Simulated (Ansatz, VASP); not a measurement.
**Two plane-wave programs on LiCl**

File INCAR:

```
SYSTEM = LiCl
PREC = Accurate
ENCUT = 520
EDIFF = 1E-6
ISMEAR = 0
SIGMA = 0.05
LREAL = .False.
LASPH = .True.
NELM = 100
ALGO = Normal
ISIF = 2
LWAVE = .False.
LCHARG = .False.
GGA = PS
NBANDS = 12
```

File KPOINTS:

```
regular mesh
0
Gamma
  8 8 8
  0 0 0
```

POSCAR

```
LiCl
1.0
   -0.5558198096      2.3191102398      2.3191102398
    2.3191102398     -0.5558198096      2.3191102398
    2.3191102398      2.3191102398     -0.5558198096
Li Cl
1 1
Direct
    0.0000000000      0.0000000000      0.0000000000
    0.5000000000      0.5000000000      0.5000000000
```

Input for Ansatz:

```yaml
crystal:
  lattice:
    - [-0.5558198096, 2.3191102398, 2.3191102398]
    - [2.3191102398, -0.5558198096, 2.3191102398]
    - [2.3191102398, 2.3191102398, -0.5558198096]
  atoms:
    - { symbol: Li, position: [0.0, 0.0, 0.0] }
    - { symbol: Cl, position: [0.5, 0.5, 0.5] }
basis:
  ecutwfc: 420
kpoints:
  mp_grid: { grid: [8, 8, 8] }
hamiltonian:
  xc: pbesol
scf:
  occupations: { method: gaussian, width: 0.05 }
output:
  forces: true
  stress: true
  eigenvalues: true
```

Alike in both runs: task single point; functional PBEsol; k mesh 8 × 8 × 8; occupations gaussian, width 0.05 eV; no spin polarisation.

```csv
,VASP,Ansatz
version,VASP 6.6.1,Ansatz 0.2.0
potentials or method,"VASP PAW PBE potentials, release 64 (Li_sv, Cl), cutoff 520 eV","scalar-relativistic, plane waves, PAW"
valence electrons in the cell,10,10
```

```csv
,VASP,Ansatz,Ansatz less VASP
gap on the k mesh at the Fermi level (eV),4.69,4.68,-0.015
least direct gap on the mesh (eV),4.99,4.98,-0.015
```

VASP's potentials were made for PBE, not for PBEsol.

Noted on VASP's run: the cutoff is under 1.25 times that of the potentials, so the pressure is a little rough.
